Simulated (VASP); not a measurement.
# Si7Ge (P-42m) in VASP: notebook, part 2 of 2

VASP 6.6.1. The steps go on from the part before.

### Step 4. Single point, PBEsol (21.42 Å³/atom)

This run uses another cell than the first one, of 21.42 Å³/atom.

INCAR

```
SYSTEM = Si7Ge
PREC = Accurate
ENCUT = 520
EDIFF = 1E-6
ISMEAR = 0
SIGMA = 0.03
LREAL = .FALSE.
LASPH = .TRUE.
NELM = 80
ALGO = Normal
ISIF = 2
LWAVE = .FALSE.
LCHARG = .FALSE.
GGA = PS
NBANDS = 31
```

KPOINTS

```
Automatic mesh
0
G
  8 8 8
  0 0 0
```

POSCAR

```
Si7Ge
1.0
    5.4074606548      0.0000000000      0.0000000000
    0.0000000000      5.4074606548      0.0000000000
    0.0000000000      0.0000000000      5.8600651116
Si Ge
7 1
Direct
    0.2525986838      0.2525986838      0.2525986838
    0.0000000000      0.5000000000      0.5000000000
    0.5000000000      0.5000000000      0.0000000000
    0.5000000000      0.0000000000      0.5000000000
    0.7474013162      0.2525986838      0.7474013162
    0.7474013162      0.7474013162      0.2525986838
    0.2525986838      0.7474013162      0.7474013162
    0.0000000000      0.0000000000      0.0000000000
```

Launch:

```sh
$ cat potpaw_PBE.64/Si/POTCAR potpaw_PBE.64/Ge_d/POTCAR > POTCAR
$ mpirun -np 1 vasp_std > vasp.out
```

Run time: 3.2 min. Hardware: 1 thread of Intel Xeon Platinum 8488C (Sapphire Rapids), shared host; peak memory 0.48 GiB.

Results (log left out):

```
Free energy            : -44.7874 eV
Pressure               : -4.3 GPa
Largest force          : 0.020 eV/Å
Band gap on the k mesh : 0.07 eV
```

Forces on the atoms (eV/Å):
```
Si   0.012  0.012 -0.010
Si   0.000  0.000  0.000
Si   0.000  0.000  0.000
Si   0.000  0.000  0.000
Si  -0.012  0.012  0.010
Si  -0.012 -0.012 -0.010
Si   0.012 -0.012  0.010
Ge   0.000  0.000  0.000
```

Stress tensor (GPa, compression positive):
```
-1.51  0.00  0.00
 0.00 -1.51  0.00
 0.00  0.00 -9.74
```

Levels at points of the mesh, in eV from the valence-band top:
```csv
k point,band 18,band 19,band 20,band 21,band 22,band 23,band 24,band 25
"(0.00, 0.00, 0.00)",-2.55,-0.60,0.00,0.00,0.07,0.36,0.36,0.43
"(0.50, 0.00, 0.00)",-2.30,-2.23,-2.08,-2.01,0.60,0.76,2.78,2.81
"(0.50, 0.50, 0.00)",-1.20,-1.09,-1.00,-1.00,2.50,2.50,2.53,2.78
"(0.00, 0.00, 0.50)",-1.76,-1.76,-1.63,-1.63,1.21,1.38,2.76,2.82
"(0.50, 0.00, 0.50)",-1.82,-1.70,-1.66,-1.63,1.76,1.78,1.80,2.02
"(0.50, 0.50, 0.50)",-1.09,-1.05,-0.89,-0.89,0.44,0.75,0.87,0.87
```

Caveat: the cell stands under tension; the PAW data sets were made with another functional, which shifts forces and pressure a little. A k mesh can miss the band edges.

### Step 5. Single point, PBEsol (22.50 Å³/atom)

This run uses another cell than the first one, of 22.50 Å³/atom.

INCAR

```
  PREC = Accurate
  ENCUT = 520
  EDIFF = 1E-6
  ISMEAR = 0
  SIGMA = 0.03
  LREAL = F
  LASPH = T
  NELM = 100
  ALGO = Normal
  ISIF = 2
  LWAVE = F
  LCHARG = F
  GGA = PS
  NBANDS = 31
```

KPOINTS

```
Automatic mesh
0
Gamma
  8 8 8
```

Changes to POSCAR since step 4:

```diff
@@ -2,5 +2,5 @@
 1.0
-    5.4074606548      0.0000000000      0.0000000000
-    0.0000000000      5.4074606548      0.0000000000
-    0.0000000000      0.0000000000      5.8600651116
+    5.4240190177      0.0000000000      0.0000000000
+    0.0000000000      5.4240190177      0.0000000000
+    0.0000000000      0.0000000000      6.1193782558
 Si Ge
```

Launch:

```sh
$ cat potpaw_PBE.64/Si/POTCAR potpaw_PBE.64/Ge_d/POTCAR > POTCAR
$ mpirun -np 1 vasp_std > vasp.out
```

Run time: 7.8 min. Hardware: 1 thread of Intel Xeon 8259CL, shared host; peak memory 0.49 GiB.

The run converged. Its results:

| Item | Value |
| --- | --- |
| Free energy | -44.1613 eV |
| Pressure | -7.4 GPa |
| Largest force | 0.031 eV/Å |
| Band gap on the k mesh | zero (bands 21 and 22 overlap by 0.01 eV) |

Forces on the atoms (eV/Å):
```
Si   0.021  0.021  0.008
Si   0.000  0.000  0.000
Si   0.000  0.000  0.000
Si   0.000  0.000  0.000
Si  -0.021  0.021 -0.008
Si  -0.021 -0.021  0.008
Si   0.021 -0.021 -0.008
Ge   0.000  0.000  0.000
```

Stress tensor (GPa, compression positive):
```
 -3.29   0.00   0.00
  0.00  -3.29   0.00
  0.00   0.00 -15.74
```

Levels at points of the mesh, in eV from the Fermi level:
| k point | band 18 | band 19 | band 20 | band 21 | band 22 | band 23 | band 24 | band 25 |
| --- | --- | --- | --- | --- | --- | --- | --- | --- |
| (0.00, 0.00, 0.00) | -2.34 | -0.90 | -0.01 | 0.01 | 0.01 | 0.26 | 0.26 | 0.33 |
| (0.50, 0.00, 0.00) | -2.40 | -2.33 | -2.08 | -2.02 | 0.46 | 0.62 | 2.58 | 2.61 |
| (0.50, 0.50, 0.00) | -1.04 | -0.95 | -0.84 | -0.84 | 2.53 | 2.57 | 2.57 | 2.86 |
| (0.00, 0.00, 0.50) | -1.62 | -1.62 | -1.48 | -1.48 | 1.35 | 1.52 | 2.61 | 2.74 |
| (0.50, 0.00, 0.50) | -1.95 | -1.84 | -1.80 | -1.76 | 1.49 | 1.50 | 1.51 | 1.73 |
| (0.50, 0.50, 0.50) | -0.96 | -0.91 | -0.76 | -0.76 | 0.04 | 0.30 | 0.43 | 0.43 |

Caveat: the cell stands under tension; semilocal functionals underestimate gaps, so a narrow gap can read as zero; the PAW data sets were made with another functional, which shifts forces and pressure a little.

### Step 6. Single point, PBEsol (22.50 Å³/atom)

This run uses another cell than the first one, of 22.50 Å³/atom.

INCAR

```
SYSTEM = Si7Ge
PREC = Accurate
ENCUT = 520
EDIFF = 1E-7
ISMEAR = 0
SIGMA = 0.03
LREAL = .FALSE.
LASPH = .TRUE.
NELM = 60
ALGO = Normal
ISIF = 2
LWAVE = .FALSE.
LCHARG = .TRUE.
GGA = PS
LELF = .TRUE.
LVHAR = .TRUE.
NBANDS = 31
```

KPOINTS

```
Automatic mesh
0
G
  8 8 8
  0 0 0
```

Changes to POSCAR since step 5:

```diff
@@ -2,5 +2,5 @@
 1.0
-    5.4240190177      0.0000000000      0.0000000000
-    0.0000000000      5.4240190177      0.0000000000
-    0.0000000000      0.0000000000      6.1193782558
+    5.7998136546      0.0000000000      0.0000000000
+    0.0000000000      5.7998136546      0.0000000000
+    0.0000000000      0.0000000000      5.3520680405
 Si Ge
```

Potentials or basis: VASP PAW PBE potentials, release 64 (Si, Ge_d).

Launch:

```sh
$ cat potpaw_PBE.64/Si/POTCAR potpaw_PBE.64/Ge_d/POTCAR > POTCAR
$ mpirun -np 1 vasp_std > vasp.out
```

Wall time 7.4 min (1 thread of Intel Xeon 8259CL, shared host); peak memory 0.51 GiB.

The run converged. Its results:

```yaml
Free_energy: -44.5044 eV
Pressure: -7.4 GPa
Largest_force: 0.017 eV/Å
Band_gap_on_the_k_mesh: zero (bands 21 and 22 overlap by 0.11 eV)
```

Forces on the atoms (eV/Å):
```
Si   0.002  0.002  0.017
Si   0.000  0.000  0.000
Si   0.000  0.000  0.000
Si   0.000  0.000  0.000
Si  -0.002  0.002 -0.017
Si  -0.002 -0.002  0.017
Si   0.002 -0.002 -0.017
Ge   0.000  0.000  0.000
```

Stress tensor (GPa, compression positive):
```
-9.47  0.00  0.00
 0.00 -9.47  0.00
 0.00  0.00 -3.26
```

Levels at points of the mesh, in eV from the Fermi level:
| k point | band 19 | band 20 | band 21 | band 22 | band 23 | band 24 |
| --- | --- | --- | --- | --- | --- | --- |
| (0.00, 0.00, 0.00) | -0.33 | -0.33 | 0.12 | 0.13 | 0.30 | 0.72 |
| (0.50, 0.00, 0.00) | -1.81 | -1.67 | -1.61 | 1.08 | 1.24 | 2.71 |
| (0.50, 0.50, 0.00) | -1.77 | -1.71 | -1.71 | 1.56 | 1.56 | 1.60 |
| (0.00, 0.00, 0.50) | -2.23 | -2.11 | -2.11 | 0.45 | 0.60 | 2.85 |
| (0.50, 0.00, 0.50) | -1.26 | -1.18 | -1.16 | 2.17 | 2.17 | 2.19 |
| (0.50, 0.50, 0.50) | -0.99 | -0.99 | -0.85 | 0.35 | 0.71 | 0.71 |

Caveat: the cell stands under tension; semilocal functionals underestimate gaps, so a narrow gap can read as zero; the PAW data sets were made with another functional, which shifts forces and pressure a little.

### Step 7. Single point, PBEsol (23.59 Å³/atom)

This run uses another cell than the first one, of 23.59 Å³/atom.

INCAR

```
ALGO     = Normal         # electronic algorithm
EDIFF    = 1E-6           # SCF threshold, eV
ENCUT    = 520            # plane-wave cutoff, eV
GGA      = PS             # functional
ISIF     = 2              # what is computed and relaxed
ISMEAR   = 0              # smearing method
LASPH    = True           # aspherical terms in the spheres
LCHARG   = True           # write CHGCAR
LELF     = True           # ELF
LREAL    = False          # projectors in reciprocal space
LVHAR    = True         
LWAVE    = False          # write WAVECAR
NBANDS   = 31             # bands
NELM     = 60             # most SCF steps
PREC     = Accurate       # precision mode
SIGMA    = 0.03           # smearing width, eV
```

KPOINTS

```
k-points
0
Gamma
  8 8 8
```

Changes to POSCAR since step 6:

```diff
@@ -2,5 +2,5 @@
 1.0
-    5.7998136546      0.0000000000      0.0000000000
-    0.0000000000      5.7998136546      0.0000000000
-    0.0000000000      0.0000000000      5.3520680405
+    5.9710464946      0.0000000000      0.0000000000
+    0.0000000000      5.9710464946      0.0000000000
+    0.0000000000      0.0000000000      5.2927356128
 Si Ge
```

Launch:

```sh
$ cat potpaw_PBE.64/Si/POTCAR potpaw_PBE.64/Ge_d/POTCAR > POTCAR
$ mpirun -np 1 vasp_std > vasp.out
```

Run time: 8.9 min. Hardware: 1 thread of Intel Xeon 8259CL, shared host; peak memory 0.53 GiB.

The run converged. Its results:

```
Free energy            : -43.8093 eV
Pressure               : -9.8 GPa
Largest force          : 0.031 eV/Å
Band gap on the k mesh : zero (bands 21 and 22 overlap by 0.19 eV)
```

Forces on the atoms (eV/Å):
```
Si   0.014  0.014  0.024
Si   0.000  0.000  0.000
Si   0.000  0.000  0.000
Si   0.000  0.000  0.000
Si  -0.014  0.014 -0.024
Si  -0.014 -0.014  0.024
Si   0.014 -0.014 -0.024
Ge   0.000  0.000  0.000
```

Stress tensor (GPa, compression positive):
```
-12.59   0.00   0.00
  0.00 -12.59   0.00
  0.00   0.00  -4.21
```

Levels at points of the mesh, in eV from the Fermi level:
```csv
k point,band 17,band 18,band 19,band 20,band 21,band 22,band 23,band 24,band 25,band 26
"(0.00, 0.00, 0.00)",-2.40,-2.37,-0.41,-0.41,0.05,0.12,0.32,0.81,1.00,1.00
"(0.50, 0.00, 0.00)",-3.42,-1.78,-1.70,-1.49,-1.43,1.21,1.37,2.57,2.63,3.10
"(0.50, 0.50, 0.00)",-3.01,-1.99,-1.87,-1.82,-1.82,1.32,1.32,1.35,1.55,4.26
"(0.00, 0.00, 0.50)",-3.37,-2.26,-2.26,-2.15,-2.15,0.27,0.42,2.81,2.84,4.79
"(0.50, 0.00, 0.50)",-3.60,-1.27,-1.17,-1.10,-1.07,2.06,2.11,2.15,2.38,3.35
"(0.50, 0.50, 0.50)",-1.66,-0.95,-0.85,-0.85,-0.70,0.08,0.41,0.41,0.52,2.66
```

Caveat: the cell stands under tension; semilocal functionals underestimate gaps, so a narrow gap can read as zero; the PAW data sets were made with another functional, which shifts forces and pressure a little.

### Step 8. Summary

| cell | gap on the mesh (eV) | pressure (GPa) | largest force (eV/Å) |
| --- | --- | --- | --- |
| a = 5.315, b = 5.315, c = 5.759 Å, 8 atoms | none | -0.1 | 0.02 |
| a = 5.607, b = 5.607, c = 5.174 Å, 8 atoms | none | -0.2 | 0.03 |
| a = 5.407, b = 5.407, c = 5.860 Å, 8 atoms | 0.07 | -4.3 | 0.02 |
| a = 5.424, b = 5.424, c = 6.119 Å, 8 atoms | none | -7.4 | 0.03 |
| a = 5.800, b = 5.800, c = 5.352 Å, 8 atoms | none | -7.4 | 0.02 |
| a = 5.971, b = 5.971, c = 5.293 Å, 8 atoms | none | -9.8 | 0.03 |

Alike in all rows: task single point; level PBEsol; potentials or basis VASP PAW PBE potentials, release 64 (Si, Ge_d); no spin polarisation; k mesh 8 × 8 × 8; cutoff (eV) 520; smearing gaussian 0.03 eV.

Caveats: the PAW data sets were made with another functional, which shifts forces and pressure a little; semilocal functionals underestimate gaps, so a narrow gap can read as zero (at least some runs); the cell stands under tension (at least some runs).

Total energies depend on the potentials used, so only differences within one code and one set of settings carry meaning.
